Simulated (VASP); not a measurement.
# HfB in VASP: a series of runs

HfB is run at these levels: PBE; tasks: single point.

Everything below comes from runs of VASP 6.6.1. Logs are shortened: lines on timing, memory, paths and dates and some standing lists are left out, and cuts for length are marked.

## Step 1: The cell of the first run

It takes space group Fm-3m (No. 225, cubic). The conventional cell has a = 4.620 Å, b = 4.620 Å, c = 4.620 Å, α = 90.00°, β = 90.00°, γ = 90.00°. Hf (site symmetry m-3m) has 6 B at 2.31 Å within 3.1 Å. B (site symmetry m-3m) has 6 Hf at 2.31 Å within 3.1 Å.

## Step 2: Single point, PBE

File INCAR:

```
SYSTEM = HfB
ALGO = Normal
EDIFF = 1E-6
ENCUT = 520
GGA = PE
ISIF = 2
ISMEAR = 1
LASPH = .TRUE.
LCHARG = .FALSE.
LREAL = .FALSE.
LWAVE = .FALSE.
NBANDS = 14
NELM = 80
PREC = Accurate
SIGMA = 0.15
```

File KPOINTS:

```
k-points
0
G
  13 13 13
  0 0 0
```

File POSCAR:

```
HfB
1.0
    0.0000000000      2.3100000000      2.3100000000
    2.3100000000      0.0000000000      2.3100000000
    2.3100000000      2.3100000000      0.0000000000
Hf B
1 1
Direct
    0.5000000000      0.5000000000      0.5000000000
    0.0000000000      0.0000000000      0.0000000000
```

Potentials or basis: VASP PAW PBE potentials, release 64 (Hf_pv, B).

On the command line:

```sh
$ cat potpaw_PBE.64/Hf_pv/POTCAR potpaw_PBE.64/B/POTCAR > POTCAR
$ mpirun -np 1 vasp_std > vasp.out
```

OUTCAR:

```text
SYSTEM = HfB
   EDIFF = 1E-6
   ENCUT = 520
   GGA = PE
   ISIF = 2
   ISMEAR = 1
   LASPH = .TRUE.
   LREAL = .FALSE.
   NELM = 80
   PREC = Accurate

 ion  position               nearest neighbor table
   1  0.500  0.500  0.500-   2 2.31   2 2.31   2 2.31   2 2.31   2 2.31   2 2.31
   2  0.000  0.000  0.000-   1 2.31   1 2.31   1 2.31   1 2.31   1 2.31   1 2.31

  LATTYP: Found a face centered cubic cell.
 ALAT       =     4.6200000000

  Lattice vectors:

 A1 = (   0.0000000000,   2.3100000000,   2.3100000000)
 A2 = (   2.3100000000,   0.0000000000,   2.3100000000)
 A3 = (   2.3100000000,   2.3100000000,   0.0000000000)

Analysis of symmetry for initial positions (statically):
=====================================================================
 Subroutine PRICEL returns:
 Original cell was already a primitive cell.

 Routine SETGRP: Setting up the symmetry group for a
 face centered cubic supercell.

 Subroutine GETGRP returns: Found 48 space group operations
 (whereof 48 operations were pure point group operations)
 out of a pool of 48 trial point group operations.

The static configuration has the point symmetry O_h .

Analysis of symmetry for dynamics (positions and initial velocities):
=====================================================================
 Subroutine PRICEL returns:
 Original cell was already a primitive cell.

 Routine SETGRP: Setting up the symmetry group for a
 face centered cubic supercell.

 Subroutine GETGRP returns: Found 48 space group operations
 (whereof 48 operations were pure point group operations)
 out of a pool of 48 trial point group operations.

The dynamic configuration has the point symmetry O_h .

 Subroutine INISYM returns: Found 48 space group operations
 (whereof 48 operations are pure point group operations),
 and found     1 'primitive' translations

----------------------------------------------------------------------------------------

                                     Primitive cell

  volume of cell :      24.6528

  direct lattice vectors                    reciprocal lattice vectors
     0.000000000  2.310000000  2.310000000    -0.216450216  0.216450216  0.216450216
     2.310000000  0.000000000  2.310000000     0.216450216 -0.216450216  0.216450216
     2.310000000  2.310000000  0.000000000     0.216450216  0.216450216 -0.216450216

  length of vectors
     3.266833329  3.266833329  3.266833329     0.374902772  0.374902772  0.374902772

  position of ions in fractional coordinates (direct lattice)
     0.500000000  0.500000000  0.500000000
     0.000000000  0.000000000  0.000000000
[... 89 lines left out ...]
   NUPDOWN=      -1.0000    fix difference up-down
   EMIN   =  10.00;   EMAX   =-10.00  energy-range for DOS
   EFERMI =   0.00;   METHOD = LEGACY
   ISMEAR =     1;   SIGMA  =   0.15  broadening in eV -4-tet -1-fermi 0-gaus
   EFERMI_NEDOS =   21; number of points for ismear=-14 and -15
   IALGO  =     38    algorithm
   IMIX   =      4    mixing-type and parameters
     AMIX     =   0.40;   BMIX     =  1.00
     AMIX_MAG =   1.60;   BMIX_MAG =  1.00
  volume/ion in A,a.u.               =      12.33        83.18
  Fermi-wavevector in a.u.,A,eV,Ry     =   1.322617  2.499383 23.800871  1.749315
  Thomas-Fermi vector in A             =   2.452285
   LORBIT       =      0    0 simple, 1 ext, 2 COOP (PROOUT), +10 PAW based schemes
   GGA     = PE    functional components
   LHFCALC =     F    Hartree Fock is set to
   AEXX    =    0.0000 exact exchange contribution
   IVDW    =     0    specifies the selected vdW correction
   LEPSILON=     F    determine dielectric tensor
   LRPA    =     F    only Hartree local field effects (RPA)
 non-spin polarized calculation
 Methfessel and Paxton  Order N= 1 SIGMA  =   0.15
  energy-cutoff  :      520.00
  volume of cell :       24.65
 maximum number of plane-waves:       676
   NGX = 13   NGY = 13   NGZ = 13

 number of electron      13.0000002 magnetization

 Free energy of the ion-electron system (eV)
  ---------------------------------------------------
  ext. energy  EPLUGINS =         0.00000000
  ---------------------------------------------------
  free energy    TOTEN  =       -17.15162839 eV

  energy without entropy =      -17.15150695  energy(sigma->0) =      -17.15158791

 E-fermi :   5.0956     XC(G=0): -12.3034

 val. band max:        5.0496793652   @ k =   0.3077   0.2308   0.0769
 cond. band min:       5.1142143354   @ k =  -0.4615   0.3077   0.0769
 fundamental gap:      0.0645349702
 Fermi energy:         5.0955802160

 k-point     1 :       0.0000    0.0000    0.0000
  band No.  band energies     occupation
      1     -23.1700      2.00000
      2     -23.1700      2.00000
      3     -23.1700      2.00000
      4      -4.4491      2.00000
      5       7.3282     -0.00000
      6       7.3282     -0.00000
      7       7.3282     -0.00000
      8       9.0797      0.00000
      9       9.0797      0.00000
     10       9.0797      0.00000
     11       9.3539      0.00000
     12       9.3539      0.00000
     13      16.8034      0.00000
     14      18.1353      0.00000
[... 377 lines left out ...]
      1     -23.8073      2.00000
      2     -23.3312      2.00000
      3     -23.2914      2.00000
      4      -0.5290      2.00000
      5       1.7490      2.00000
      6       3.9487      2.00000
      7       4.4909      2.00000
      8       9.4103      0.00000
      9      11.8964      0.00000
     10      12.5894      0.00000
     11      15.7657      0.00000
     12      16.2425      0.00000
     13      19.5979      0.00000
     14      20.2027      0.00000

 [... further k-points ...]

------------------------ aborting loop because EDIFF is reached ----------------------------------------

  FORCE on cell =-STRESS in cart. coord.  units (eV):
  Direction    XX          YY          ZZ          XY          YZ          ZX
  --------------------------------------------------------------------------------------
  -------------------------------------------------------------------------------------
  Total        4.7001407      4.7001407      4.7001407      0.0000000      0.0000000      0.0000000
  in kB      305.4608172    305.4608172    305.4608172      0.0000000      0.0000000      0.0000000
  external PRESSURE =     305.4608172 kB  Pullay stress =       0.0000000 kB

 VOLUME and BASIS-vectors are now :
 -----------------------------------------------------------------------------
  energy-cutoff  :      520.00
  volume of cell :       24.65
      direct lattice vectors                 reciprocal lattice vectors
     0.000000000  2.310000000  2.310000000    -0.216450216  0.216450216  0.216450216
     2.310000000  0.000000000  2.310000000     0.216450216 -0.216450216  0.216450216
     2.310000000  2.310000000  0.000000000     0.216450216  0.216450216 -0.216450216

 POSITION                                       TOTAL-FORCE (eV/Angst)
 -----------------------------------------------------------------------------------
      2.31000      2.31000      2.31000        -0.000000      0.000000      0.000000
      0.00000      0.00000      0.00000         0.000000     -0.000000     -0.000000
 -----------------------------------------------------------------------------------
    total drift:                                0.000000     -0.000000      0.000000

  FREE ENERGIE OF THE ION-ELECTRON SYSTEM (eV)
  ---------------------------------------------------
  free  energy   TOTEN  =       -17.1516283857 eV

  energy  without entropy=      -17.1515069545  energy(sigma->0) =      -17.15158791
```

OSZICAR:

```text
N       E                     dE             d eps       ncg     rms          rms(c)
DAV:   1     0.226241598613E+02    0.22624E+02   -0.69991E+03  2352   0.872E+02
DAV:   2    -0.177977217195E+02   -0.40422E+02   -0.38381E+02  2910   0.195E+02
DAV:   3    -0.187899713988E+02   -0.99225E+00   -0.98465E+00  2942   0.211E+01
DAV:   4    -0.187932287479E+02   -0.32573E-02   -0.32572E-02  2664   0.148E+00
DAV:   5    -0.187932455204E+02   -0.16772E-04   -0.16773E-04  3030   0.953E-02    0.665E+01
DAV:   6    -0.172107267814E+02    0.15825E+01   -0.25531E+00  2814   0.993E+00    0.419E+01
DAV:   7    -0.171853040674E+02    0.25423E-01   -0.86927E-01  3078   0.572E+00    0.950E+00
DAV:   8    -0.171515072259E+02    0.33797E-01   -0.10223E-01  2634   0.195E+00    0.108E+00
DAV:   9    -0.171516498095E+02   -0.14258E-03   -0.55515E-03  3084   0.536E-01    0.148E-01
DAV:  10    -0.171516306810E+02    0.19128E-04   -0.18278E-04  2598   0.903E-02    0.386E-02
DAV:  11    -0.171516282970E+02    0.23840E-05   -0.15204E-05  2856   0.267E-02    0.103E-02
DAV:  12    -0.171516283857E+02   -0.88708E-07   -0.41433E-07  2180   0.519E-03
   1 F= -.17151628E+02 E0= -.17151588E+02  d E =-.121431E-03
```

stdout:

```text
POSCAR found type information on POSCAR HfB
 POSCAR found :  2 types and       2 ions
 scaLAPACK will be used
 LDA part: xc-table for (Slater+PW92), standard interpolation
 POSCAR, INCAR and KPOINTS ok, starting setup
 FFT: planning ... GRIDC
 FFT: planning ... GRID_SOFT
 FFT: planning ... GRID
 WAVECAR not read
 entering main loop
```

Wall time 7.1 s (1 thread of Intel Xeon 6975P-C (Granite Rapids), shared host); peak memory 0.16 GiB.

Results:

```yaml
Free_energy: -17.1516 eV
Pressure: 30.5 GPa
```

Levels at points of the mesh, in eV from the Fermi level:
| k point | band 3 | band 4 | band 5 | band 6 | band 7 | band 8 | band 9 | band 10 | band 11 | band 12 |
| --- | --- | --- | --- | --- | --- | --- | --- | --- | --- | --- |
| (0.00, 0.00, 0.00) | -28.27 | -9.54 | 2.23 | 2.23 | 2.23 | 3.98 | 3.98 | 3.98 | 4.26 | 4.26 |

Caveat: spin-orbit coupling is left out, which moves the levels of the heavy elements.

## Step 3: Single point, PBE

This run uses another cell than the first one, of 12.08 Å³/atom, 0.980 times its volume.

File INCAR:

```
PREC = Accurate
ENCUT = 520
EDIFF = 1E-6
ISMEAR = 1
SIGMA = 0.15
LREAL = F
LASPH = T
NELM = 60
ALGO = Normal
ISIF = 2
LWAVE = F
LCHARG = F
GGA = PE
NBANDS = 14
```

File KPOINTS:

```
Automatic mesh
0
Gamma
  13 13 13
```

File POSCAR:

```
HfB
1.0
    0.0000000000      2.3100000000      2.2638000000
    2.3100000000      0.0000000000      2.2638000000
    2.3100000000      2.3100000000      0.0000000000
Hf B
1 1
Direct
    0.5000000000      0.5000000000      0.5000000000
    0.0000000000      0.0000000000      0.0000000000
```

Potentials or basis: VASP PAW PBE potentials, release 64 (Hf_pv, B).

On the command line:

```sh
$ cat potpaw_PBE.64/Hf_pv/POTCAR potpaw_PBE.64/B/POTCAR > POTCAR
$ mpirun -np 1 vasp_std > vasp.out
```

Wall time 16 s (1 thread of Intel Xeon 6975P-C (Granite Rapids), shared host); peak memory 0.19 GiB.

It converged, with:

| Item | Value |
| --- | --- |
| Free energy | -17.0368 eV |
| Pressure | 36.6 GPa |

Stress tensor (GPa, compression positive):
```
32.80  0.00  0.00
 0.00 32.80  0.00
 0.00  0.00 44.33
```

Levels at points of the mesh, in eV from the Fermi level:
| k point | band 5 | band 6 | band 7 | band 8 | band 9 | band 10 |
| --- | --- | --- | --- | --- | --- | --- |
| (0.00, 0.00, 0.00) | 2.16 | 2.16 | 2.41 | 3.98 | 3.98 | 4.15 |

Caveat: spin-orbit coupling is left out, which moves the levels of the heavy elements.
